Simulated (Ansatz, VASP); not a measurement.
One calculation of B2W, two programs

Contents of INCAR:

```
PREC = Accurate
ENCUT = 520
EDIFF = 1E-8
ISMEAR = -1
SIGMA = 0.05
LREAL = F
LASPH = T
NELM = 80
ALGO = Normal
ISIF = 2
LWAVE = F
LCHARG = F
LEFG = T
NBANDS = 17
```

File KPOINTS:

```
Automatic mesh
0
Gamma
  14 14 12
```

Contents of POSCAR:

```
B2W
1.0
    2.9791855871      0.0000000000      0.0000000000
   -1.4895927936      2.5800504010      0.0000000000
    0.0000000000      0.0000000000      3.0087787307
B W
2 1
Direct
    0.3333333333      0.6666666667      0.5000000000
    0.6666666667      0.3333333333      0.5000000000
    0.0000000000      0.0000000000      0.0000000000
```

Input for Ansatz:

```yaml
crystal:
  lattice:
    - [2.9791855871, 0.0, 0.0]
    - [-1.4895927936, 2.580050401, 0.0]
    - [0.0, 0.0, 3.0087787307]
  atoms:
    - { symbol: B, position: [0.3333333333, 0.6666666667, 0.5] }
    - { symbol: B, position: [0.6666666667, 0.3333333333, 0.5] }
    - { symbol: W, position: [0.0, 0.0, 0.0] }
kpoints:
  mp_grid: { grid: [14, 14, 12] }
scf:
  occupations: { method: fermi_dirac, width: 0.05 }
hamiltonian:
  xc: lda
  pseudopotentials: { kind: all_electron, datasets: crystal }
output:
  forces: true
  stress: true
  eigenvalues: true
  efg: { contact_densities: true }
```

Change from the starting cell: volume scaled by 0.96, crystal datasets.

Alike in both runs: task electric field gradients; functional LDA; k mesh 14 × 14 × 12; occupations fermi-dirac, width 0.05 eV; no spin polarisation.

|  | VASP | Ansatz |
| --- | --- | --- |
| version | VASP 6.6.1 | Ansatz 0.2.0 |
| potentials or method | VASP PAW LDA potentials, release 64 (B, W_sv), cutoff 520 eV | all-electron PAW with datasets made for the crystal, scalar-relativistic |

Ansatz gave:

```
pressure (GPa)                                                : 41.8
traceless stress, the component that is largest in VASP (GPa) : 11.46
size of Vzz on the site where it differs most (V/Å²)          : 38.8
```

**Question.** Which values does VASP return?

**Answer.** Pressure (GPa): 44.4; traceless stress, the component that is largest in VASP (GPa): 11.76; size of Vzz on the site where it differs most (V/Å²): 14.9.

LDA's correlation is that of Perdew and Zunger in VASP and of Perdew and Wang (1992) in Ansatz. Both programs put the cell under a high pressure, so it lies far from rest at this level. Ansatz ran all-electron here, and VASP with PAW potentials.

Spin-orbit coupling is off throughout.
